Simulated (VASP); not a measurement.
# SiN (P6_3/mmc) in VASP: further runs

The runs below take SiN through single point, with PBE.

All numbers are computed with VASP 6.6.1; they aren't measurements. Logs are shortened: lines on timing, memory, paths and dates and some standing lists are left out, and cuts for length are marked.

### Step 1. The cell of the first run

It takes space group P6_3/mmc (No. 194, hexagonal). The conventional cell has a = 2.805 Å, b = 2.805 Å, c = 7.450 Å, α = 90.00°, β = 90.00°, γ = 120.00°. Si (site symmetry -6m2) has 3 N at 1.62 Å within 2.2 Å. N (site symmetry -6m2) has 3 Si at 1.62 Å within 2.2 Å.

The cell was generated, and may not be a known phase.

### Step 2. Single point, PBE

Input file INCAR:

```
SYSTEM = SiN
PREC = Accurate ; ENCUT = 520
EDIFF = 1E-6 ; ISMEAR = 0
SIGMA = 0.1 ; LREAL = .False.
LASPH = .True. ; NELM = 100
ALGO = Normal ; ISIF = 2
LWAVE = .False. ; LCHARG = .False.
GGA = PE ; NBANDS = 17
```

Input file KPOINTS:

```
regular mesh
0
Gamma
  6 6 4
  0 0 0
```

Input file POSCAR:

```
SiN
1.0
    2.8049173600      0.0000000000      0.0000000000
   -1.4024586800      2.4291296900      0.0000000000
    0.0000000000      0.0000000000      7.4502811800
Si N
2 2
Direct
    0.3333333300      0.6666666700      0.7500000000
    0.6666666700      0.3333333300      0.2500000000
    0.3333333300      0.6666666700      0.2500000000
    0.6666666700      0.3333333300      0.7500000000
```

Potentials or basis: VASP PAW PBE potentials, release 64 (Si, N).

The run is started by

```
$ cat potpaw_PBE.64/Si/POTCAR potpaw_PBE.64/N/POTCAR > POTCAR
$ mpirun -np 1 vasp_std > vasp.out
```

OUTCAR:

```text
SYSTEM = SiN
   PREC = Accurate
   ENCUT = 520
   EDIFF = 1E-6
   ISMEAR = 0
   LREAL = .False.
   LASPH = .True.
   NELM = 100
   ISIF = 2
   GGA = PE

 ion  position               nearest neighbor table
   1  0.333  0.667  0.750-   4 1.62   4 1.62   4 1.62
   2  0.667  0.333  0.250-   3 1.62   3 1.62   3 1.62
   3  0.333  0.667  0.250-   2 1.62   2 1.62   2 1.62
   4  0.667  0.333  0.750-   1 1.62   1 1.62   1 1.62

  LATTYP: Found a hexagonal cell.
 ALAT       =     2.8049173600
 C/A-ratio  =     2.6561499766

  Lattice vectors:

 A1 = (   2.8049173600,   0.0000000000,   0.0000000000)
 A2 = (  -1.4024586800,   2.4291296900,   0.0000000000)
 A3 = (   0.0000000000,   0.0000000000,   7.4502811800)

Analysis of symmetry for initial positions (statically):
=====================================================================
 Subroutine PRICEL returns:
 Original cell was already a primitive cell.

 Routine SETGRP: Setting up the symmetry group for a
 hexagonal supercell.

 Subroutine GETGRP returns: Found 24 space group operations
 (whereof 12 operations were pure point group operations)
 out of a pool of 24 trial point group operations.

The static configuration has the point symmetry D_3d.
 The point group associated with its full space group is D_6h.

Analysis of symmetry for dynamics (positions and initial velocities):
=====================================================================
 Subroutine PRICEL returns:
 Original cell was already a primitive cell.

 Routine SETGRP: Setting up the symmetry group for a
 hexagonal supercell.

 Subroutine GETGRP returns: Found 24 space group operations
 (whereof 12 operations were pure point group operations)
 out of a pool of 24 trial point group operations.

The dynamic configuration has the point symmetry D_3d.
 The point group associated with its full space group is D_6h.

 Subroutine INISYM returns: Found 24 space group operations
 (whereof 12 operations are pure point group operations),
 and found     1 'primitive' translations

----------------------------------------------------------------------------------------

                                     Primitive cell

  volume of cell :      50.7626

  direct lattice vectors                    reciprocal lattice vectors
     2.804917360  0.000000000  0.000000000     0.356516742  0.205835037  0.000000000
    -1.402458680  2.429129690  0.000000000     0.000000000  0.411670074  0.000000000
     0.000000000  0.000000000  7.450281180     0.000000000  0.000000000  0.134223122

  length of vectors
     2.804917360  2.804917361  7.450281180     0.411670074  0.411670074  0.134223122

  position of ions in fractional coordinates (direct lattice)
     0.333333330  0.666666670  0.750000000
     0.666666670  0.333333330  0.250000000
     0.333333330  0.666666670  0.250000000
     0.666666670  0.333333330  0.750000000

  ion indices of the primitive-cell ions
   primitive index   ion index
                 1           1
                 2           2
                 3           3
                 4           4

----------------------------------------------------------------------------------------

 KPOINTS: regular mesh

Automatic generation of k-mesh.
 Grid dimensions read from file:
 generate k-points for:    6    6    4

 Generating k-lattice:

  Cartesian coordinates                     Fractional coordinates (reciprocal lattice)
     0.059419457  0.034305840  0.000000000     0.166666667 -0.000000000  0.000000000
     0.000000000  0.068611679  0.000000000     0.000000000  0.166666667  0.000000000
     0.000000000  0.000000000  0.033555781     0.000000000  0.000000000  0.250000000

  Length of vectors
     0.068611679  0.068611679  0.033555781

  Shift w.r.t. Gamma in fractional coordinates (k-lattice)
     0.000000000  0.000000000  0.000000000

 Subroutine IBZKPT returns following result:
 ===========================================

 Found     21 irreducible k-points:

 Following reciprocal coordinates:
            Coordinates               Weight
  0.000000  0.000000  0.000000      1.000000
  0.166667  0.000000  0.000000      6.000000
  0.333333 -0.000000  0.000000      6.000000
  0.500000  0.000000  0.000000      3.000000
  0.166667  0.166667  0.000000      6.000000
  0.333333  0.166667  0.000000     12.000000
[... 13 lines left out ...]
  0.333333  0.166667  0.500000     12.000000
  0.333333  0.333333  0.500000      2.000000
   k-points           NKPTS =     21   k-points in BZ     NKDIM =     21   number of bands    NBANDS=     17
   number of dos      NEDOS =    301   number of ions     NIONS =      4
   total plane-waves  NPLWV =  32256
   dimension x,y,z NGX =    24 NGY =   24 NGZ =   56
   dimension x,y,z NGXF=    48 NGYF=   48 NGZF=  112
   ions per type =               2   2
   NGX,Y,Z   is equivalent  to a cutoff of  14.22, 14.22, 12.50 a.u.
   NGXF,Y,Z  is equivalent  to a cutoff of  28.45, 28.45, 24.99 a.u.
 SYSTEM =  SiN
   PREC   = accura    normal or accurate (medium, high low for compatibility)
   ISTART =      0    job   : 0-new  1-cont  2-samecut
   ICHARG =      2    charge: 1-file 2-atom 10-const
   ISPIN  =      1    spin polarized calculation?
   LNONCOLLINEAR =      F non collinear calculations
   LSORBIT =      F    spin-orbit coupling
   LASPH  =      T    aspherical Exc in radial PAW
   ENCUT  =  520.0 eV  38.22 Ry    6.18 a.u.   5.22  5.22 13.85*2*pi/ulx,y,z
   NELM   =    100;   NELMIN=  2; NELMDL= -5     # of ELM steps
   EDIFF  = 0.1E-05   stopping-criterion for ELM
   LREAL  =      F    real-space projection
   EDIFFG = 0.1E-04   stopping-criterion for IOM
   NSW    =      0    number of steps for IOM
   IBRION =     -1    ionic relax: 0-MD 1-quasi-New 2-CG
   NFREE  =      0    steps in history (QN), initial steepest desc. (CG)
   ISIF   =      2    stress and relaxation
   ISYM   =      2    0-nonsym 1-usesym 2-fastsym
   POTIM  = 0.5000    time-step for ionic-motion
   TEBEG  =    0.0;   TEEND  =   0.0 temperature during run
   PSTRESS=    0.0 pullay stress
   NELECT =      18.0000    total number of electrons
   NUPDOWN=      -1.0000    fix difference up-down
   EMIN   =  10.00;   EMAX   =-10.00  energy-range for DOS
   EFERMI =   0.00;   METHOD = LEGACY
   ISMEAR =     0;   SIGMA  =   0.10  broadening in eV -4-tet -1-fermi 0-gaus
   EFERMI_NEDOS =   21; number of points for ismear=-14 and -15
   IALGO  =     38    algorithm
   IMIX   =      4    mixing-type and parameters
     AMIX     =   0.40;   BMIX     =  1.00
     AMIX_MAG =   1.60;   BMIX_MAG =  1.00
  volume/ion in A,a.u.               =      12.69        85.64
  Fermi-wavevector in a.u.,A,eV,Ry     =   1.158736  2.189694 18.268124  1.342669
  Thomas-Fermi vector in A             =   2.295335
   LORBIT       =      0    0 simple, 1 ext, 2 COOP (PROOUT), +10 PAW based schemes
   GGA     = PE    functional components
   LHFCALC =     F    Hartree Fock is set to
   AEXX    =    0.0000 exact exchange contribution
   IVDW    =     0    specifies the selected vdW correction
   LEPSILON=     F    determine dielectric tensor
   LRPA    =     F    only Hartree local field effects (RPA)
 non-spin polarized calculation
 Gauss-broadening in eV      SIGMA  =   0.10
  energy-cutoff  :      520.00
  volume of cell :       50.76
 maximum number of plane-waves:      1384
 NGX is ok and might be reduce to    24
   NGX = 11   NGY = 11   NGZ = 27

 number of electron      17.9999998 magnetization

 Free energy of the ion-electron system (eV)
  ---------------------------------------------------
  ext. energy  EPLUGINS =         0.00000000
  ---------------------------------------------------
  free energy    TOTEN  =       -24.70928531 eV

  energy without entropy =      -24.68686692  energy(sigma->0) =      -24.69807612

 E-fermi :   8.4438     XC(G=0): -10.1109

 val. band max:        8.4402027224   @ k =   0.5000   0.0000   0.0000
 cond. band min:       8.5217961447   @ k =   0.3333   0.3333   0.2500
 fundamental gap:      0.0815934223
 Fermi energy:         8.4438285375

 k-point     1 :       0.0000    0.0000    0.0000
  band No.  band energies     occupation
      1     -14.0150      2.00000
      2     -13.8888      2.00000
      3      -1.6294      2.00000
      4      -0.1116      2.00000
      5       0.4645      2.00000
      6       0.4645      2.00000
[... 9 lines left out ...]
     16      14.3227      0.00000
     17      14.5228      0.00000

 k-point     2 :       0.1667    0.0000    0.0000
  band No.  band energies     occupation
      1     -13.5568      2.00000
      2     -13.4383      2.00000
      3      -1.1071      2.00000
      4      -1.0974      2.00000
      5      -1.0821      2.00000
      6       0.1281      2.00000
[... 9 lines left out ...]
     16      15.5379      0.00000
     17      15.6670      0.00000

 k-point     3 :       0.3333   -0.0000    0.0000
  band No.  band energies     occupation
      1     -12.3773      2.00000
      2     -12.2876      2.00000
      3      -3.8777      2.00000
      4      -3.8263      2.00000
      5      -0.4534      2.00000
      6      -0.4156      2.00000
[... 9 lines left out ...]
     16      17.8808      0.00000
     17      18.0704      0.00000

 k-point     4 :       0.5000    0.0000    0.0000
  band No.  band energies     occupation
      1     -11.5073      2.00000
      2     -11.4684      2.00000
      3      -5.3673      2.00000
      4      -5.3006      2.00000
      5      -0.7103      2.00000
      6      -0.6683      2.00000
[... 9 lines left out ...]
     16      17.3610      0.00000
     17      18.3620      0.00000
[... 283 lines left out ...]
      1     -12.6779      2.00000
      2     -12.6779      2.00000
      3      -2.8391      2.00000
      4      -2.8391      2.00000
      5      -0.8151      2.00000
      6      -0.8151      2.00000
[... 9 lines left out ...]
     16      15.9607      0.00000
     17      17.4459      0.00000

 k-point    20 :       0.3333    0.1667    0.5000
  band No.  band energies     occupation
      1     -11.5518      2.00000
      2     -11.5518      2.00000
      3      -4.6321      2.00000
      4      -4.6321      2.00000
      5      -1.8328      2.00000
      6      -1.8328      2.00000
[... 9 lines left out ...]
     16      14.7360      0.00000
     17      18.7861      0.00000

 k-point    21 :       0.3333    0.3333    0.5000
  band No.  band energies     occupation
      1     -11.1078      2.00000
      2     -11.1078      2.00000
      3      -4.0915      2.00000
      4      -4.0915      2.00000
      5      -3.6641      2.00000
      6      -3.6641      2.00000
[... 9 lines left out ...]
     16      13.8385      0.00000
     17      18.4534      0.00000

------------------------ aborting loop because EDIFF is reached ----------------------------------------

  FORCE on cell =-STRESS in cart. coord.  units (eV):
  Direction    XX          YY          ZZ          XY          YZ          ZX
  --------------------------------------------------------------------------------------
  -------------------------------------------------------------------------------------
  Total       19.9783713     19.9783713     -0.5207643      0.0000000     -0.0000000      0.0000000
  in kB      630.5611738    630.5611742    -16.4364613      0.0000000     -0.0000000      0.0000000
  external PRESSURE =     414.8952956 kB  Pullay stress =       0.0000000 kB

 VOLUME and BASIS-vectors are now :
 -----------------------------------------------------------------------------
  energy-cutoff  :      520.00
  volume of cell :       50.76
      direct lattice vectors                 reciprocal lattice vectors
     2.804917360  0.000000000  0.000000000     0.356516742  0.205835037  0.000000000
    -1.402458680  2.429129690  0.000000000     0.000000000  0.411670074  0.000000000
     0.000000000  0.000000000  7.450281180     0.000000000  0.000000000  0.134223122

 POSITION                                       TOTAL-FORCE (eV/Angst)
 -----------------------------------------------------------------------------------
     -0.00000      1.61942      5.58771        -0.000000      0.000000      0.000000
      1.40246      0.80971      1.86257        -0.000000     -0.000000      0.000000
     -0.00000      1.61942      1.86257        -0.000000     -0.000000      0.000000
      1.40246      0.80971      5.58771         0.000000     -0.000000      0.000000
 -----------------------------------------------------------------------------------
    total drift:                               -0.000001      0.000001      0.000000

  FREE ENERGIE OF THE ION-ELECTRON SYSTEM (eV)
  ---------------------------------------------------
  free  energy   TOTEN  =       -24.7092853137 eV

  energy  without entropy=      -24.6868669212  energy(sigma->0) =      -24.69807612
```

Run time: 25 s. Hardware: 1 thread of AMD EPYC 7R13, shared host; peak memory 0.17 GiB.

What came out:

```yaml
Free_energy: -24.7093 eV
Pressure: 41.5 GPa
Band_gap_on_the_k_mesh: zero (bands 9 and 10 overlap by 1.52 eV)
```

Levels at points of the mesh, in eV from the Fermi level:
| k point | band 5 | band 6 | band 7 | band 8 | band 9 | band 10 | band 11 | band 12 | band 13 | band 14 |
| --- | --- | --- | --- | --- | --- | --- | --- | --- | --- | --- |
| (0.00, 0.00, 0.00) | -7.98 | -7.98 | -7.96 | -7.96 | -2.56 | 1.07 | 2.37 | 5.20 | 5.79 | 5.79 |
| (0.50, 0.00, 0.00) | -9.15 | -9.11 | -6.85 | -6.37 | -0.83 | 0.00 | 0.16 | 0.74 | 3.92 | 4.87 |
| (0.00, 0.00, 0.50) | -7.97 | -7.97 | -7.97 | -7.97 | -0.96 | -0.96 | 3.78 | 3.78 | 5.83 | 5.83 |
| (0.50, 0.00, 0.50) | -9.13 | -9.13 | -6.60 | -6.60 | -0.71 | -0.71 | 0.68 | 0.68 | 4.44 | 4.44 |

Caveat: the k points lie up to 0.43 Å⁻¹ apart, too coarse for converged energies and pressures of a metal.

(Part 1 of 2 ends here.)

The gap in the log of VASP goes by the Fermi energy; the results here count the filled bands.